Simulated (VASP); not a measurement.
ZnS (Wurtzite-2H): single point with PBE

ZnS (Wurtzite-2H):

```
Zn S
1.0
     3.81100    0.00000    0.00000
    -1.90550    3.30042    0.00000
     0.00000    0.00000    6.23400
Zn S
2 2
Direct
  0.33333 0.66667 0.00000
  0.66667 0.33333 0.50000
  0.33333 0.66667 0.38500
  0.66667 0.33333 0.88500
```

```json
{"Program": "VASP 6.6.1", "Task": "single point", "Functional": "PBE", "Potentials or basis": "VASP PAW PBE potentials, release 64 (Zn, S)", "Cutoff": "520 eV", "k mesh": "3 × 3 × 2", "Occupations": "gaussian, width 0.01 eV", "Spin": "no spin polarisation", "Dipole correction": "no", "Further INCAR settings": "ALGO = Normal; EDIFF = 1e-06; NBANDS = 26"}
```

```json
{"Pressure": "3.1 GPa", "Largest force": "0.374 eV/Å", "Band gap on the k mesh": "2.24 eV, direct"}
```

Forces on the atoms (eV/Å):
```
Zn   0.000  0.000  0.374
Zn   0.000  0.000  0.374
S    0.000  0.000 -0.374
S    0.000  0.000 -0.374
```

Stress tensor (GPa, compression positive):
```
4.36 0.00 0.00
0.00 4.36 0.00
0.00 0.00 0.70
```

Levels at points of the mesh, in eV from the valence-band top:
```
           k point  band 14  band 15  band 16  band 17  band 18  band 19  band 20  band 21  band 22  band 23
(0.00, 0.00, 0.00)    -0.86    -0.86    -0.01    -0.01     0.00     2.24     2.97     6.27     6.27     6.58
(0.00, 0.00, 0.50)    -2.77    -0.45    -0.45    -0.45    -0.45     3.49     3.49     6.71     6.71     6.71
```

It took 11 s on 1 thread of AMD EPYC 9R14 (Zen 4), with other jobs on the host, peak memory 0.15 GiB.

Caveat: the k points lie up to 0.63 Å⁻¹ apart. Expect the measured gap to be larger: semilocal functionals such as PBE lack the derivative discontinuity.
